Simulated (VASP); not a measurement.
# TiW2 (P-3m1) in VASP: relaxation of shape and atoms at fixed volume with PBE

Aim: the relaxation of shape and atoms at fixed volume of TiW2 with PBE.

Program: VASP 6.6.1. These are calculated values, not measurements. Logs are shortened: lines on timing, memory, paths and dates and some standing lists are left out, and cuts for length are marked.

## 1. The cell of the first run

Symmetry: P-3m1, No. 164, trigonal system. The conventional cell has a = 4.347 Å, b = 4.347 Å, c = 2.686 Å, α = 90.00°, β = 90.00°, γ = 120.00°. Within 3.5 Å of Ti (site symmetry -3m) lie 12 W at 2.68 to 3.06 Å and 2 Ti at 2.69 Å. W (site symmetry 3m) has 8 W at 2.64 to 3.12 Å and 6 Ti at 2.68 to 3.06 Å within 3.5 Å.

## 2. Relaxation of shape and atoms at fixed volume, PBE (14.65 Å³/atom)

Contents of INCAR:

```
SYSTEM = TiW2
  PREC = Accurate
  ENCUT = 600
  EDIFF = 1E-6
  ISMEAR = 0
  SIGMA = 0.1
  LREAL = .False.
  LASPH = .True.
  NELM = 80
  ALGO = Fast
  ISIF = 4
  LWAVE = .False.
  LCHARG = .False.
  GGA = PE
  IBRION = 2
  NSW = 50
  EDIFFG = -0.01
```

Contents of KPOINTS:

```
Automatic mesh
0
Gamma
  12 12 16
  0 0 0
```

Contents of POSCAR:

```
TiW2
1.0
    4.3467029988      0.0000000000      0.0000000000
   -2.1733514994      3.7643552197      0.0000000000
    0.0000000000      0.0000000000      2.6863243488
Ti W
1 2
Direct
    0.0000000000      0.0000000000      0.0000000000
    0.3333333333      0.6666666667      0.3450788939
    0.6666666667      0.3333333333      0.6549211061
```

Potentials or basis: VASP PAW PBE potentials, release 64 (Ti_sv, W_sv).

On the command line:

```
$ cat potpaw_PBE.64/Ti_sv/POTCAR potpaw_PBE.64/W_sv/POTCAR > POTCAR
$ mpirun -np 1 vasp_std > vasp.out
```

OUTCAR:

```text
SYSTEM = TiW2
   PREC = Accurate
   ENCUT = 600
   EDIFF = 1E-6
   ISMEAR = 0
   LREAL = .False.
   LASPH = .True.
   NELM = 80
   ISIF = 4
   GGA = PE
   IBRION = 2
   NSW = 50
   EDIFFG = -0.01

 ion  position               nearest neighbor table
   1  0.000  0.000  0.000-   2 2.68   3 2.68   3 2.68   2 2.68   3 2.68   2 2.68   3 3.06   2 3.06
                             3 3.06   2 3.06   3 3.06   2 3.06
   2  0.333  0.667  0.345-   3 2.64   3 2.64   3 2.64   1 2.68   1 2.68   1 2.68   1 3.06   1 3.06
                             1 3.06   3 3.12   3 3.12   3 3.12
   3  0.667  0.333  0.655-   2 2.64   2 2.64   2 2.64   1 2.68   1 2.68   1 2.68   1 3.06   1 3.06
                             1 3.06   2 3.12   2 3.12   2 3.12

  LATTYP: Found a hexagonal cell.
 ALAT       =     4.3467029988
 C/A-ratio  =     0.6180142397

  Lattice vectors:

 A1 = (   4.3467029988,   0.0000000000,   0.0000000000)
 A2 = (  -2.1733514994,   3.7643552197,   0.0000000000)
 A3 = (   0.0000000000,   0.0000000000,   2.6863243488)

Analysis of symmetry for initial positions (statically):
=====================================================================
 Subroutine PRICEL returns:
 Original cell was already a primitive cell.

 Routine SETGRP: Setting up the symmetry group for a
 hexagonal supercell.

 Subroutine GETGRP returns: Found 12 space group operations
 (whereof 12 operations were pure point group operations)
 out of a pool of 24 trial point group operations.

The static configuration has the point symmetry D_3d.

Analysis of symmetry for dynamics (positions and initial velocities):
=====================================================================
 Subroutine PRICEL returns:
 Original cell was already a primitive cell.

 Routine SETGRP: Setting up the symmetry group for a
 hexagonal supercell.

 Subroutine GETGRP returns: Found 12 space group operations
 (whereof 12 operations were pure point group operations)
 out of a pool of 24 trial point group operations.

The dynamic configuration has the point symmetry D_3d.

 Subroutine INISYM returns: Found 12 space group operations
 (whereof 12 operations are pure point group operations),
 and found     1 'primitive' translations

----------------------------------------------------------------------------------------

                                     Primitive cell

  volume of cell :      43.9551

  direct lattice vectors                    reciprocal lattice vectors
[... 101 lines left out ...]
   NUPDOWN=      -1.0000    fix difference up-down
   EMIN   =  10.00;   EMAX   =-10.00  energy-range for DOS
   EFERMI =   0.00;   METHOD = LEGACY
   ISMEAR =     0;   SIGMA  =   0.10  broadening in eV -4-tet -1-fermi 0-gaus
   EFERMI_NEDOS =   21; number of points for ismear=-14 and -15
   IALGO  =     68    algorithm
   IMIX   =      4    mixing-type and parameters
     AMIX     =   0.40;   BMIX     =  1.00
     AMIX_MAG =   1.60;   BMIX_MAG =  1.00
  volume/ion in A,a.u.               =      14.65        98.87
  Fermi-wavevector in a.u.,A,eV,Ry     =   1.586445  2.997947 34.243270  2.516809
  Thomas-Fermi vector in A             =   2.685755
   LORBIT       =      0    0 simple, 1 ext, 2 COOP (PROOUT), +10 PAW based schemes
   GGA     = PE    functional components
   LHFCALC =     F    Hartree Fock is set to
   AEXX    =    0.0000 exact exchange contribution
   IVDW    =     0    specifies the selected vdW correction
   LEPSILON=     F    determine dielectric tensor
   LRPA    =     F    only Hartree local field effects (RPA)
 conjugate gradient relaxation of ions
 non-spin polarized calculation
 RMM-DIIS sequential band-by-band and
 Gauss-broadening in eV      SIGMA  =   0.10
  energy-cutoff  :      600.00
  volume of cell :       43.96
 maximum number of plane-waves:      1486
 NGX is ok and might be reduce to    36
   NGX = 17   NGY = 17   NGZ = 11

--------------------------------------- Ionic step        1  -------------------------------------------

 number of electron      39.9999997 magnetization

 Free energy of the ion-electron system (eV)
  ---------------------------------------------------
  ext. energy  EPLUGINS =         0.00000000
  ---------------------------------------------------
  free energy    TOTEN  =       -33.63763412 eV

  energy without entropy =      -33.62184859  energy(sigma->0) =      -33.62974135

------------------------ aborting loop because EDIFF is reached ----------------------------------------

  FORCE on cell =-STRESS in cart. coord.  units (eV):
  Direction    XX          YY          ZZ          XY          YZ          ZX
  --------------------------------------------------------------------------------------
  -------------------------------------------------------------------------------------
  Total        7.1875700      7.1875700      7.2259889      0.0000000      0.0000000      0.0000000
  in kB      261.9893614    261.9893614    263.3897422      0.0000000      0.0000000      0.0000000
  external PRESSURE =     262.4561550 kB  Pullay stress =       0.0000000 kB
[... 61 lines left out ...]
--------------------------------------- Ionic step        3  -------------------------------------------

 number of electron      39.9999997 magnetization

 Free energy of the ion-electron system (eV)
  ---------------------------------------------------
  ext. energy  EPLUGINS =         0.00000000
  ---------------------------------------------------
  free energy    TOTEN  =       -33.63844799 eV

  energy without entropy =      -33.62293530  energy(sigma->0) =      -33.63069164

 E-fermi :  11.2449     XC(G=0): -13.5186

 val. band max:       11.2416859158   @ k =   0.2500   0.0833   0.3750
 cond. band min:      11.2530371296   @ k =   0.4167  -0.0000   0.1250
 fundamental gap:      0.0113512138
 Fermi energy:        11.2449203616

 k-point     1 :       0.0000    0.0000    0.0000
  band No.  band energies     occupation
      1     -62.0685      2.00000
      2     -61.9156      2.00000
      3     -44.8257      2.00000
      4     -26.7064      2.00000
      5     -26.7064      2.00000
      6     -25.9458      2.00000
[... 637 lines left out ...]
     23      13.9972      0.00000
     24      14.2068      0.00000

 [... further k-points ...]

------------------------ aborting loop because EDIFF is reached ----------------------------------------

  FORCE on cell =-STRESS in cart. coord.  units (eV):
  Direction    XX          YY          ZZ          XY          YZ          ZX
  --------------------------------------------------------------------------------------
  -------------------------------------------------------------------------------------
  Total        7.1589680      7.1589680      7.1669553      0.0000000      0.0000000      0.0000000
  in kB      260.9468098    260.9468098    261.2379500      0.0000000      0.0000000      0.0000000
  external PRESSURE =     261.0438565 kB  Pullay stress =       0.0000000 kB
[... 18 lines left out ...]
  FREE ENERGIE OF THE ION-ELECTRON SYSTEM (eV)
  ---------------------------------------------------
  free  energy   TOTEN  =       -33.6384479880 eV

  energy  without entropy=      -33.6229353003  energy(sigma->0) =      -33.63069164

 reached required accuracy - stopping structural energy minimisation
```

CONTCAR:

```text
TiW2
   1.00000000000000
     4.3456704924764118    0.0000000000000000    0.0000000000000000
    -2.1728352462382059    3.7634610430030517    0.0000000000000000
     0.0000000000000000    0.0000000000000000    2.6876010108799635
  Ti              W
     1     2
Direct
     0.0000000000000000    0.0000000000000000    0.0000000000000000
     0.3333333332999970    0.6666666667000030    0.3425859987759893
     0.6666666667000030    0.3333333332999970    0.6574140012240106

  0.00000000E+00  0.00000000E+00  0.00000000E+00
  0.00000000E+00  0.00000000E+00  0.00000000E+00
  0.00000000E+00  0.00000000E+00  0.00000000E+00
```

Run time: 29 min. Hardware: 1 thread of Oxide Virtual Turin-like, shared host; peak memory 0.4 GiB.

Results:

* Free energy: -33.6384 eV
* Energy gained by relaxing: 0.3 meV/atom
* Ionic steps: 3
* Pressure after relaxing: 26.1 GPa
* Band gap on the k mesh: zero (bands 20 and 21 overlap by 1.39 eV)

The path:
| step | energy change (eV) | largest force (eV/Å) | pressure (GPa) | volume (Å³) |
| --- | --- | --- | --- | --- |
| 1 | 0.0000 | 0.1203 | 26.25 | 43.96 |
| 2 | -0.0008 | 0.0158 | 26.12 | 43.96 |
| 3 | -0.0008 | 0.0015 | 26.10 | 43.96 |

Final structure:
```
Ti W
1.0
     4.34567    0.00000    0.00000
    -2.17284    3.76346    0.00000
     0.00000    0.00000    2.68760
Ti W
1 2
Direct
  0.00000 0.00000 0.00000
  0.33333 0.66667 0.34259
  0.66667 0.33333 0.65741
```

Caveat: spin-orbit coupling is left out, which moves the levels of the heavy elements.
